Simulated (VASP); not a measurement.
# BaS (Fm-3m) in VASP: further runs, part 2 of 2

VASP 6.6.1. Earlier steps stand in the parts before.

## 3. Vibrations by perturbation theory, PBEsol

This run uses another cell than the first one, of 31.74 Å³/atom.

The input, INCAR:

```
SYSTEM = BaS
PREC = Accurate
ENCUT = 520
EDIFF = 1E-8
ISMEAR = 0
SIGMA = 0.01
LREAL = .False.
LASPH = .True.
NELM = 100
ALGO = Normal
ISIF = 2
LWAVE = .False.
LCHARG = .True.
GGA = PS
NBANDS = 15
IBRION = 8
NSW = 1
```

The input, KPOINTS:

```
regular mesh
0
Gamma
  6 6 6
  0 0 0
```

The input, POSCAR:

```
BaS
1.0
    0.0000000000      3.1662957751      3.1662957751
    3.1662957751      0.0000000000      3.1662957751
    3.1662957751      3.1662957751      0.0000000000
Ba S
1 1
Direct
    0.0000000000      0.0000000000      0.0000000000
    0.5000000000      0.5000000000      0.5000000000
```

Potentials or basis: VASP PAW PBE potentials, release 64 (Ba_sv, S).

Run with:

```console
$ cat potpaw_PBE.64/Ba_sv/POTCAR potpaw_PBE.64/S/POTCAR > POTCAR
$ mpirun -np 1 vasp_std > vasp.out
```

OUTCAR:

```text
SYSTEM = BaS
   PREC = Accurate
   ENCUT = 520
   EDIFF = 1E-8
   ISMEAR = 0
   LREAL = .False.
   LASPH = .True.
   NELM = 100
   ISIF = 2
   GGA = PS
   IBRION = 8
   NSW = 1

 ion  position               nearest neighbor table
   1  0.000  0.000  0.000-   2 3.17   2 3.17   2 3.17   2 3.17   2 3.17   2 3.17
   2  0.500  0.500  0.500-   1 3.17   1 3.17   1 3.17   1 3.17   1 3.17   1 3.17

  LATTYP: Found a face centered cubic cell.
 ALAT       =     6.3325915502

  Lattice vectors:

 A1 = (   0.0000000000,   3.1662957751,   3.1662957751)
 A2 = (   3.1662957751,   0.0000000000,   3.1662957751)
 A3 = (   3.1662957751,   3.1662957751,   0.0000000000)

Analysis of symmetry for initial positions (statically):
=====================================================================
 Subroutine PRICEL returns:
 Original cell was already a primitive cell.

 Routine SETGRP: Setting up the symmetry group for a
 face centered cubic supercell.

 Subroutine GETGRP returns: Found 48 space group operations
 (whereof 48 operations were pure point group operations)
 out of a pool of 48 trial point group operations.

The static configuration has the point symmetry O_h .

Analysis of symmetry for dynamics (positions and initial velocities):
=====================================================================
 Subroutine PRICEL returns:
 Original cell was already a primitive cell.

 Routine SETGRP: Setting up the symmetry group for a
 face centered cubic supercell.

 Subroutine GETGRP returns: Found 48 space group operations
 (whereof 48 operations were pure point group operations)
[... 463 lines left out ...]
    total drift:                                0.000000      0.000000      0.000000

  FREE ENERGIE OF THE ION-ELECTRON SYSTEM (eV)
  ---------------------------------------------------
  free  energy   TOTEN  =       -10.7170800698 eV

  energy  without entropy=      -10.7170800698  energy(sigma->0) =      -10.71708007

[... ionic steps 2 to 3 ...]

--------------------------------------- Ionic step        4  -------------------------------------------

------------------------ aborting loop because EDIFF is reached ----------------------------------------

[... ionic steps 5 to 6 ...]

--------------------------------------- Ionic step        7  -------------------------------------------

 Free energy of the ion-electron system (eV)
  ---------------------------------------------------
  ---------------------------------------------------
  free energy    TOTEN  =        -0.11150242 eV

  energy without entropy =       -0.11150242

------------------------ aborting loop because EDIFF is reached ----------------------------------------

 INTERNAL STRAIN TENSOR  FOR ION    2  DIRECTION 1   (eV/Angst):
 -----------------------------------------------------------------------------
    -0.01704 -0.00000  0.00000
     0.00000  0.00337  0.00000
    -0.00000  0.00000  0.00337

 INTERNAL STRAIN TENSOR FOR ION    2 for displacements in x,y,z  (eV/Angst):
          X           Y           Z          XY          YZ          ZX
  --------------------------------------------------------------------------------
  x     0.00000     0.00000     0.00000     0.00000     0.00000     0.00000
  y     0.00000     0.00000     0.00000     0.00000     0.00000     0.00000
  z     0.00000     0.00000     0.00000     0.00000     0.00000     0.00000

 SECOND DERIVATIVES (NOT SYMMETRIZED)
 ------------------------------------
               1X          1Y          1Z          2X          2Y          2Z
  1X    -2.196051    0.000000    0.000000    2.196051    0.000000    0.000000
  1Y     0.000000   -2.196051    0.000000    0.000000    2.196051    0.000000
  1Z     0.000000    0.000000   -2.196051    0.000000    0.000000    2.196051
  2X     2.189097    0.000000    0.000000   -2.189097    0.000000    0.000000
  2Y     0.000000    2.189097    0.000000    0.000000   -2.189097    0.000000
  2Z     0.000000    0.000000    2.189097    0.000000    0.000000   -2.189097

 Eigenvectors and eigenvalues of the dynamical matrix
 ----------------------------------------------------

   1 f  =    4.537966 THz    28.512879 2PiTHz  151.370239 cm-1    18.767509 meV
             X         Y         Z           dx          dy          dz
      0.000000  0.000000  0.000000    -0.435645    0.000000    0.000000
      3.166296  3.166296  3.166296     0.900118    0.000000    0.000000
[... 21 lines left out ...]
   6 f/i=    0.002822 THz     0.017733 2PiTHz    0.094141 cm-1     0.011672 meV
             X         Y         Z           dx          dy          dz
      0.000000  0.000000  0.000000    -0.900118    0.000000    0.000000
      3.166296  3.166296  3.166296    -0.435645    0.000000    0.000000

--------------------------------------------------------------------------------------------------------

 ELASTIC MODULI CONTR FROM IONIC RELAXATION (kBar)
 Direction    XX          YY          ZZ          XY          YZ          ZX
 --------------------------------------------------------------------------------
 XX           0.0000      0.0000      0.0000      0.0000      0.0000      0.0000
 YY           0.0000      0.0000      0.0000      0.0000      0.0000      0.0000
 ZZ           0.0000      0.0000      0.0000      0.0000      0.0000      0.0000
 XY           0.0000      0.0000      0.0000      0.0000      0.0000      0.0000
 YZ           0.0000      0.0000      0.0000      0.0000      0.0000      0.0000
 ZX           0.0000      0.0000      0.0000      0.0000      0.0000      0.0000
 --------------------------------------------------------------------------------
```

stdout:

```text
POSCAR found type information on POSCAR BaS
 POSCAR found :  2 types and       2 ions
 scaLAPACK will be used
 -----------------------------------------------------------------------------
|                                                                             |
|                                                                             |
|     You enforced a specific xc type in the INCAR file but a different       |
|     I HOPE YOU KNOW WHAT YOU ARE DOING!                                     |
|                                                                             |
 -----------------------------------------------------------------------------

 LDA part: xc-table for (Slater+PW92), standard interpolation
 POSCAR, INCAR and KPOINTS ok, starting setup
 FFT: planning ... GRIDC
 FFT: planning ... GRID_SOFT
 FFT: planning ... GRID
 WAVECAR not read
 entering main loop
 Linear response reoptimize wavefunctions to high precision
 Linear response DOF=           2
 Linear response progress:
 first order change of Fermi-energy   0.16304E-02
 force on displaced ion       1 direction 1 :  -2.196   0.000   0.000
 Linear response progress:
 first order change of Fermi-energy  -0.17243E-02
 force on displaced ion       2 direction 1 :  -2.189   0.000   0.000
 Linear response finished
```

Wall time 4.4 min (1 thread of Intel Xeon 8259CL, shared host); peak memory 0.28 GiB.

What came out:

```
Highest phonon frequency at Γ, LO-TO splitting left out : 151 cm⁻¹
```

Phonon frequencies in cm⁻¹ (negative: imaginary):
```csv
q point,frequencies
"(0.000, 0.000, 0.000)",0 0 0 151 151 151
```

Caveat: the PAW data sets were made with another functional, which shifts forces and pressure a little; spin-orbit coupling is left out, which moves the levels of the heavy elements.
